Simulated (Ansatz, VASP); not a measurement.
## One calculation of CdTe, two programs

File INCAR:

```
PREC     = Accurate       # precision mode
ENCUT    = 520            # plane-wave cutoff, eV
EDIFF    = 1E-6           # SCF threshold, eV
ISMEAR   = -1             # smearing method
SIGMA    = 0.05           # smearing width, eV
LREAL    = False          # projectors in reciprocal space
LASPH    = True           # aspherical terms in the spheres
NELM     = 150            # most SCF steps
ALGO     = Normal         # electronic algorithm
ISIF     = 2              # what is computed and relaxed
LWAVE    = False          # write WAVECAR
LCHARG   = False          # write CHGCAR
LNONCOLLINEAR= True           # non-collinear magnetism
MAGMOM   = 0 0 0 0 0 0    # initial moments
LORBIT   = 11             # projections on sites
LSORBIT  = True           # spin-orbit coupling
GGA_COMPAT= False        
LORBMOM  = True         
GGA      = PE             # functional
NBANDS   = 30             # bands
```

Contents of KPOINTS:

```
Automatic mesh
0
Gamma
  11 11 11
```

File POSCAR:

```
CdTe
1.0
    0.0000000000      3.3086917840      3.3086917840
    3.3086917840      0.0000000000      3.3086917840
    3.3086917840      3.3086917840      0.0000000000
Cd Te
1 1
Direct
    0.0000000000      0.0000000000      0.0000000000
    0.2500000000      0.2500000000      0.2500000000
```

Input for Ansatz:

```yaml
crystal:
  lattice:
    - [0.0, 3.308691784, 3.308691784]
    - [3.308691784, 0.0, 3.308691784]
    - [3.308691784, 3.308691784, 0.0]
  atoms:
    - { symbol: Cd, position: [0.0, 0.0, 0.0] }
    - { symbol: Te, position: [0.25, 0.25, 0.25] }
kpoints:
  mp_grid: { grid: [11, 11, 11] }
  band_path:
    path:
      - [0.0, 0.0, 0.0]
      - [-0.5, -0.5, 0.0]
      - [-0.375, -0.375, 0.25]
      - [-0.375, 0.0, 0.375]
      - [0.0, 0.0, 0.0]
      - [0.0, 0.0, 0.5]
      - [-0.5, -0.25, 0.25]
      - [-0.5, -0.5, 0.0]
    npoints: 8
scf:
  occupations: { method: fermi_dirac, width: 0.05 }
hamiltonian:
  xc: pbe
  pseudopotentials: { kind: all_electron, lapw: { basis_error: 0.0005 } }
output:
  forces: true
  stress: true
  eigenvalues: true
magnetization:
  noncollinear: true
  spin_orbit: true
```

Alike in both runs: task single point; functional PBE; k mesh 11 × 11 × 11; occupations fermi-dirac, width 0.05 eV; non-collinear spin, spin-orbit coupling.

|  | VASP | Ansatz |
| --- | --- | --- |
| version | VASP 6.6.1 | Ansatz 0.2.0 |
| potentials or method | VASP PAW PBE potentials, release 64 (Cd, Te), cutoff 520 eV | all-electron LAPW |

Ansatz gave:

| Item | Value |
| --- | --- |
| pressure (GPa) | 0.1 |
| net moment per atom (μB) | 0.00 |

**Question.** Which values does VASP return?

**Answer.** Pressure (GPa): 0.2; net moment per atom (μB): 0.00.

Ansatz ran all-electron here, and VASP with PAW potentials.
